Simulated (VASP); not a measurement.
# KI in VASP: a series of runs

KI is run at these levels: HSE06; tasks: single point.

All numbers are computed with VASP 6.6.1; they aren't measurements. Logs are shortened: lines on timing, memory, paths and dates and some standing lists are left out, and cuts for length are marked.

## 1. The cell of the first run

Symmetry: Pm-3m, No. 221, cubic system. The conventional cell has a = 4.291 Å, b = 4.291 Å, c = 4.291 Å, α = 90.00°, β = 90.00°, γ = 90.00°. K (site symmetry m-3m) has 8 I at 3.72 Å and 6 K at 4.29 Å within 4.9 Å. I (site symmetry m-3m) has 8 K at 3.72 Å and 6 I at 4.29 Å within 4.9 Å.

## 2. Single point, HSE06

POSCAR

```
KI
1.0
    4.2910852517      0.0000000000      0.0000000000
    0.0000000000      4.2910852517      0.0000000000
    0.0000000000      0.0000000000      4.2910852517
K I
1 1
Direct
    0.0000000000      0.0000000000      0.0000000000
    0.5000000000      0.5000000000      0.5000000000
```

INCAR.step1

```
SYSTEM = KI
PREC     = Accurate       ! precision mode
ENCUT    = 520            ! plane-wave cutoff, eV
EDIFF    = 1E-5           ! SCF threshold, eV
ISMEAR   = 0              ! smearing method
SIGMA    = 0.01           ! smearing width, eV
LREAL    = .False.        ! projectors in reciprocal space
LASPH    = .True.         ! aspherical terms in the spheres
NELM     = 100            ! most SCF steps
ALGO     = Normal         ! electronic algorithm
ISIF     = 2              ! what is computed and relaxed
LWAVE    = .True.         ! write WAVECAR
NBANDS   = 15             ! bands
GGA      = PE             ! functional
```

INCAR.step2

```
SYSTEM = KI
PREC     = Accurate       ! precision mode
ENCUT    = 520            ! plane-wave cutoff, eV
EDIFF    = 1E-6           ! SCF threshold, eV
ISMEAR   = 0              ! smearing method
SIGMA    = 0.01           ! smearing width, eV
LREAL    = .False.        ! projectors in reciprocal space
LASPH    = .True.         ! aspherical terms in the spheres
NELM     = 100            ! most SCF steps
ALGO     = Normal         ! electronic algorithm
ISIF     = 2              ! what is computed and relaxed
LWAVE    = .False.        ! write WAVECAR
LCHARG   = .True.         ! write CHGCAR
GGA      = PE             ! functional
LHFCALC  = .True.         ! exact exchange
HFSCREEN = 0.2079         ! screening, 1/A
PRECFOCK = Normal       
LELF     = .True.         ! ELF
LVHAR    = .True.       
NBANDS   = 15             ! bands
ISTART   = 1
```

KPOINTS

```
regular mesh
0
Gamma
  4 4 4
  0 0 0
```

Potentials or basis: VASP PAW PBE potentials, release 64 (K_sv, I).

Run with:

```sh
$ cat potpaw_PBE.64/K_sv/POTCAR potpaw_PBE.64/I/POTCAR > POTCAR
$ cp INCAR.step1 INCAR
$ mpirun -np 1 vasp_std > vasp.out
$ cp INCAR.step2 INCAR
$ mpirun -np 1 vasp_std > vasp.out
```

OUTCAR:

```text
SYSTEM = KI
   PREC = Accurate
   ENCUT = 520
   EDIFF = 1E-6
   ISMEAR = 0
   LREAL = .False.
   LASPH = .True.
   NELM = 100
   ISIF = 2
   GGA = PE
   LHFCALC = .True.
   HFSCREEN = 0.2079
   PRECFOCK = Normal
   ISTART = 1

 ion  position               nearest neighbor table
   1  0.000  0.000  0.000-
   2  0.500  0.500  0.500-

  LATTYP: Found a simple cubic cell.
 ALAT       =     4.2910852517

  Lattice vectors:

 A1 = (   4.2910852517,   0.0000000000,   0.0000000000)
 A2 = (   0.0000000000,   4.2910852517,   0.0000000000)
 A3 = (   0.0000000000,   0.0000000000,   4.2910852517)

Analysis of symmetry for initial positions (statically):
=====================================================================
 Subroutine PRICEL returns:
 Original cell was already a primitive cell.

 Routine SETGRP: Setting up the symmetry group for a
 simple cubic supercell.

 Subroutine GETGRP returns: Found 48 space group operations
 (whereof 48 operations were pure point group operations)
 out of a pool of 48 trial point group operations.

The static configuration has the point symmetry O_h .

Analysis of symmetry for dynamics (positions and initial velocities):
=====================================================================
 Subroutine PRICEL returns:
 Original cell was already a primitive cell.

 Routine SETGRP: Setting up the symmetry group for a
 simple cubic supercell.

 Subroutine GETGRP returns: Found 48 space group operations
 (whereof 48 operations were pure point group operations)
 out of a pool of 48 trial point group operations.

The dynamic configuration has the point symmetry O_h .

 Subroutine INISYM returns: Found 48 space group operations
 (whereof 48 operations are pure point group operations),
 and found     1 'primitive' translations

----------------------------------------------------------------------------------------

                                     Primitive cell

  volume of cell :      79.0135

  direct lattice vectors                    reciprocal lattice vectors
     4.291085252  0.000000000  0.000000000     0.233041280  0.000000000  0.000000000
     0.000000000  4.291085252  0.000000000     0.000000000  0.233041280  0.000000000
     0.000000000  0.000000000  4.291085252     0.000000000  0.000000000  0.233041280

  length of vectors
     4.291085252  4.291085252  4.291085252     0.233041280  0.233041280  0.233041280

  position of ions in fractional coordinates (direct lattice)
     0.000000000  0.000000000  0.000000000
     0.500000000  0.500000000  0.500000000

  ion indices of the primitive-cell ions
   primitive index   ion index
                 1           1
                 2           2

----------------------------------------------------------------------------------------

 KPOINTS: regular mesh

Automatic generation of k-mesh.
 Grid dimensions read from file:
 generate k-points for:    4    4    4

 Generating k-lattice:

  Cartesian coordinates                     Fractional coordinates (reciprocal lattice)
     0.058260320  0.000000000  0.000000000     0.250000000  0.000000000  0.000000000
     0.000000000  0.058260320  0.000000000     0.000000000  0.250000000  0.000000000
     0.000000000  0.000000000  0.058260320     0.000000000  0.000000000  0.250000000

  Length of vectors
     0.058260320  0.058260320  0.058260320

  Shift w.r.t. Gamma in fractional coordinates (k-lattice)
     0.000000000  0.000000000  0.000000000

 Subroutine IBZKPT returns following result:
 ===========================================

 Found     10 irreducible k-points:

 Following reciprocal coordinates:
            Coordinates               Weight
  0.000000  0.000000  0.000000      1.000000
  0.250000  0.000000  0.000000      6.000000
  0.500000  0.000000  0.000000      3.000000
  0.250000  0.250000  0.000000     12.000000
  0.500000  0.250000  0.000000     12.000000
  0.500000  0.500000  0.000000      3.000000
  0.250000  0.250000  0.250000      8.000000
  0.500000  0.250000  0.250000     12.000000
  0.500000  0.500000  0.250000      6.000000
  0.500000  0.500000  0.500000      1.000000
   k-points           NKPTS =     10   k-points in BZ     NKDIM =     64   number of bands    NBANDS=     15
   number of dos      NEDOS =    301   number of ions     NIONS =      2
   total plane-waves  NPLWV =  32768
   dimension x,y,z NGX =    32 NGY =   32 NGZ =   32
   dimension x,y,z NGXF=    64 NGYF=   64 NGZF=   64
   ions per type =               1   1
   NGX,Y,Z   is equivalent  to a cutoff of  12.40, 12.40, 12.40 a.u.
   NGXF,Y,Z  is equivalent  to a cutoff of  24.79, 24.79, 24.79 a.u.
 SYSTEM =  KI
   PREC   = accura    normal or accurate (medium, high low for compatibility)
   ISTART =      1    job   : 0-new  1-cont  2-samecut
   ICHARG =      0    charge: 1-file 2-atom 10-const
   ISPIN  =      1    spin polarized calculation?
   LNONCOLLINEAR =      F non collinear calculations
   LSORBIT =      F    spin-orbit coupling
   LASPH  =      T    aspherical Exc in radial PAW
   ENCUT  =  520.0 eV  38.22 Ry    6.18 a.u.   7.98  7.98  7.98*2*pi/ulx,y,z
   NELM   =    100;   NELMIN=  2; NELMDL=  0     # of ELM steps
   EDIFF  = 0.1E-05   stopping-criterion for ELM
   LREAL  =      F    real-space projection
   EDIFFG = 0.1E-04   stopping-criterion for IOM
   NSW    =      0    number of steps for IOM
   IBRION =     -1    ionic relax: 0-MD 1-quasi-New 2-CG
   NFREE  =      0    steps in history (QN), initial steepest desc. (CG)
   ISIF   =      2    stress and relaxation
   ISYM   =      3    0-nonsym 1-usesym 2-fastsym
   POTIM  = 0.5000    time-step for ionic-motion
   TEBEG  =    0.0;   TEEND  =   0.0 temperature during run
   PSTRESS=    0.0 pullay stress
   NELECT =      16.0000    total number of electrons
   NUPDOWN=      -1.0000    fix difference up-down
   EMIN   =  10.00;   EMAX   =-10.00  energy-range for DOS
   EFERMI =   0.00;   METHOD = LEGACY
   ISMEAR =     0;   SIGMA  =   0.01  broadening in eV -4-tet -1-fermi 0-gaus
   EFERMI_NEDOS =   21; number of points for ismear=-14 and -15
   IALGO  =     38    algorithm
   IMIX   =      1    mixing-type and parameters
     AMIX     =   0.40;   BMIX     =  1.00
     AMIX_MAG =   1.60;   BMIX_MAG =  1.00
  volume/ion in A,a.u.               =      39.51       266.60
  Fermi-wavevector in a.u.,A,eV,Ry     =   0.961349  1.816686 12.574391  0.924192
  Thomas-Fermi vector in A             =   2.090713
   LORBIT       =      0    0 simple, 1 ext, 2 COOP (PROOUT), +10 PAW based schemes
   GGA     = PE    functional components
   LHFCALC =     T    Hartree Fock is set to
   PRECFOCK=normal    Normal, Fast or Accurate (Low or Medium for compatibility)
   ENCUT4O =  -1.0   cutoff for four orbital integrals eV
   NKREDX  =     1    reduce k-point grid by
   NKREDY  =     1    reduce k-point grid by
   NKREDZ  =     1    reduce k-point grid by
   AEXX    =    0.2500 exact exchange contribution
   HFSCREEN=    0.2079 screening length (either q_TF or 0.3 A-1)
   HFSCREENC=   0.2079 screening length for correlation (either q_TF or 0.3 A-1)
   ENCUTFOCK=  -1.0 apply spherical cutoff to Coloumb kernel
   IVDW    =     0    specifies the selected vdW correction
   LEPSILON=     F    determine dielectric tensor
   LRPA    =     F    only Hartree local field effects (RPA)
 non-spin polarized calculation
 Gauss-broadening in eV      SIGMA  =   0.01
  energy-cutoff  :      520.00
  volume of cell :       79.01
 maximum number of plane-waves:      2176
 NGX is ok and might be reduce to    32
  NGX = 24; NGY = 24; NGZ = 24

 number of electron      16.0000003 magnetization

 Free energy of the ion-electron system (eV)
  ---------------------------------------------------
  ext. energy  EPLUGINS =         0.00000000
  ---------------------------------------------------
  free energy    TOTEN  =        -6.25607996 eV

  energy without entropy =       -6.25607996  energy(sigma->0) =       -6.25607996

 E-fermi :   0.2770     XC(G=0):  -6.4648

 val. band max:        0.2105815624   @ k =   0.5000   0.5000   0.0000
 cond. band min:       4.5088425295   @ k =   0.0000   0.0000   0.0000
 fundamental gap:      4.2982609671
 Fermi energy:         0.2769792501

 k-point     1 :       0.0000    0.0000    0.0000
  band No.  band energies     occupation
      1     -31.5670      2.00000
      2     -13.6654      2.00000
      3     -13.6654      2.00000
      4     -13.6654      2.00000
      5     -11.8993      2.00000
      6      -0.1808      2.00000
      7      -0.1808      2.00000
      8      -0.1808      2.00000
      9       4.5088      0.00000
     10       5.9970      0.00000
     11       5.9970      0.00000
     12      10.0243      0.00000
     13      10.0243      0.00000
     14      10.0243      0.00000
     15      12.1073      0.00000

 k-point     2 :       0.2500    0.0000    0.0000
  band No.  band energies     occupation
      1     -31.5646      2.00000
      2     -13.7572      2.00000
      3     -13.6591      2.00000
      4     -13.6591      2.00000
      5     -11.7277      2.00000
      6      -1.3724      2.00000
      7      -0.1351      2.00000
      8      -0.1351      2.00000
      9       5.5673      0.00000
     10       6.4738      0.00000
     11       7.4206      0.00000
     12       9.8176      0.00000
     13       9.8176      0.00000
     14      10.2046      0.00000
     15      10.3028      0.00000
[... 113 lines left out ...]
      3     -13.7390      2.00000
      4     -13.6866      2.00000
      5     -11.4099      2.00000
      6      -1.6048      2.00000
      7      -1.6048      2.00000
      8      -0.7952      2.00000
      9       5.7819      0.00000
     10       7.3769      0.00000
     11       7.3769      0.00000
     12       8.8685      0.00000
     13      10.6330      0.00000
     14      10.6330      0.00000
     15      11.2574      0.00000

 k-point    10 :       0.5000    0.5000    0.5000
  band No.  band energies     occupation
      1     -31.5532      2.00000
      2     -13.7282      2.00000
      3     -13.7282      2.00000
      4     -13.7282      2.00000
      5     -11.3096      2.00000
      6      -1.5676      2.00000
      7      -1.5676      2.00000
      8      -1.5676      2.00000
      9       6.8069      0.00000
     10       6.8069      0.00000
     11       6.8069      0.00000
     12      10.5352      0.00000
     13      10.5352      0.00000
     14      10.5352      0.00000
     15      10.6228      0.00000

------------------------ aborting loop because EDIFF is reached ----------------------------------------

  FORCE on cell =-STRESS in cart. coord.  units (eV):
  Direction    XX          YY          ZZ          XY          YZ          ZX
  --------------------------------------------------------------------------------------
  -------------------------------------------------------------------------------------
  Total        0.1463039      0.1463039      0.1463039     -0.0000000      0.0000000      0.0000000
  in kB        2.9666415      2.9666415      2.9666415     -0.0000000      0.0000000      0.0000000
  external PRESSURE =       2.9666415 kB  Pullay stress =       0.0000000 kB

 VOLUME and BASIS-vectors are now :
 -----------------------------------------------------------------------------
  energy-cutoff  :      520.00
  volume of cell :       79.01
      direct lattice vectors                 reciprocal lattice vectors
     4.291085252  0.000000000  0.000000000     0.233041280  0.000000000  0.000000000
     0.000000000  4.291085252  0.000000000     0.000000000  0.233041280  0.000000000
     0.000000000  0.000000000  4.291085252     0.000000000  0.000000000  0.233041280

 POSITION                                       TOTAL-FORCE (eV/Angst)
 -----------------------------------------------------------------------------------
      0.00000      0.00000      0.00000         0.000000      0.000000      0.000000
      2.14554      2.14554      2.14554         0.000000      0.000000      0.000000
 -----------------------------------------------------------------------------------
    total drift:                                0.000000      0.000000      0.000000

  FREE ENERGIE OF THE ION-ELECTRON SYSTEM (eV)
  ---------------------------------------------------
  free  energy   TOTEN  =        -6.2560799582 eV

  energy  without entropy=       -6.2560799582  energy(sigma->0) =       -6.25607996
```

It took 2.3 min on 1 thread of Intel Xeon 6975P-C (Granite Rapids), shared host; peak memory 0.29 GiB.

Results:

- Free energy: -6.2561 eV
- Pressure: 0.3 GPa
- Band gap on the k mesh: 4.30 eV (least direct gap 4.69 eV)

Levels at points of the mesh, in eV from the valence-band top:
```tsv
k point	band 6	band 7	band 8	band 9	band 10	band 11
(0.00, 0.00, 0.00)	-0.39	-0.39	-0.39	4.30	5.79	5.79
(0.50, 0.00, 0.00)	-2.44	-0.30	-0.30	6.48	7.39	8.06
(0.50, 0.50, 0.00)	-1.85	-1.85	0.00	4.88	6.80	8.02
(0.50, 0.50, 0.50)	-1.78	-1.78	-1.78	6.60	6.60	6.60
```

Caveat: the PAW data sets were made with another functional, which shifts forces and pressure a little; spin-orbit coupling is left out, which moves the levels of the heavy elements. A k mesh can miss the band edges.

## 3. Single point, HSE06 (strain +1.9%)

POSCAR

```
KI
1.0
    4.3713285459      0.0000000000      0.0000000000
    0.0000000000      4.3713285459      0.0000000000
    0.0000000000      0.0000000000      4.3713285459
K I
1 1
Direct
    0.0000000000      0.0000000000      0.0000000000
    0.5000000000      0.5000000000      0.5000000000
```

INCAR.step1

```
SYSTEM = KI
  PREC = Accurate
  ENCUT = 520
  EDIFF = 1E-5
  ISMEAR = 0
  SIGMA = 0.01
  LREAL = .FALSE.
  LASPH = .TRUE.
  NELM = 100
  ALGO = Normal
  ISIF = 2
  LWAVE = .TRUE.
  LCHARG = .FALSE.
  NBANDS = 15
  GGA = PE
```

INCAR.step2

```
SYSTEM = KI
  PREC = Accurate
  ENCUT = 520
  EDIFF = 1E-6
  ISMEAR = 0
  SIGMA = 0.01
  LREAL = .FALSE.
  LASPH = .TRUE.
  NELM = 100
  ALGO = Normal
  ISIF = 2
  LWAVE = .FALSE.
  LCHARG = .FALSE.
  GGA = PE
  LHFCALC = .TRUE.
  HFSCREEN = 0.2079
  PRECFOCK = Normal
  NBANDS = 15
  ISTART = 1
```

KPOINTS

```
regular mesh
0
G
  4 4 4
  0 0 0
```

Potentials or basis: VASP PAW PBE potentials, release 64 (K_sv, I).

Run with:

```sh
$ cat potpaw_PBE.64/K_sv/POTCAR potpaw_PBE.64/I/POTCAR > POTCAR
$ cp INCAR.step1 INCAR
$ mpirun -np 1 vasp_std > vasp.out
$ cp INCAR.step2 INCAR
$ mpirun -np 1 vasp_std > vasp.out
```

It took 4.9 min on 1 thread of Intel Xeon 6975P-C (Granite Rapids), shared host; peak memory 0.32 GiB.

The run converged. Its results:

```yaml
Free_energy: -6.2545 eV
Pressure: -0.4 GPa
Band_gap_on_the_k_mesh: 4.16 eV (least direct gap 4.51 eV)
```

Levels at points of the mesh, in eV from the valence-band top:
| k point | band 4 | band 5 | band 6 | band 7 | band 8 | band 9 | band 10 | band 11 | band 12 | band 13 |
| --- | --- | --- | --- | --- | --- | --- | --- | --- | --- | --- |
| (0.00, 0.00, 0.00) | -13.93 | -11.96 | -0.36 | -0.36 | -0.36 | 4.16 | 5.89 | 5.89 | 9.74 | 9.74 |
| (0.50, 0.00, 0.00) | -13.92 | -11.68 | -2.23 | -0.26 | -0.26 | 6.33 | 7.42 | 7.92 | 8.10 | 9.70 |
| (0.50, 0.50, 0.00) | -13.91 | -11.62 | -1.70 | -1.70 | 0.00 | 4.92 | 6.78 | 8.02 | 8.02 | 9.90 |
| (0.50, 0.50, 0.50) | -13.98 | -11.45 | -1.61 | -1.61 | -1.61 | 6.56 | 6.56 | 6.56 | 10.08 | 10.10 |

Caveat: the cell differs from its parent crystal (strain +1.9%); the PAW data sets were made with another functional, which shifts forces and pressure a little; spin-orbit coupling is left out, which moves the levels of the heavy elements.

[end of part 1 of 2]
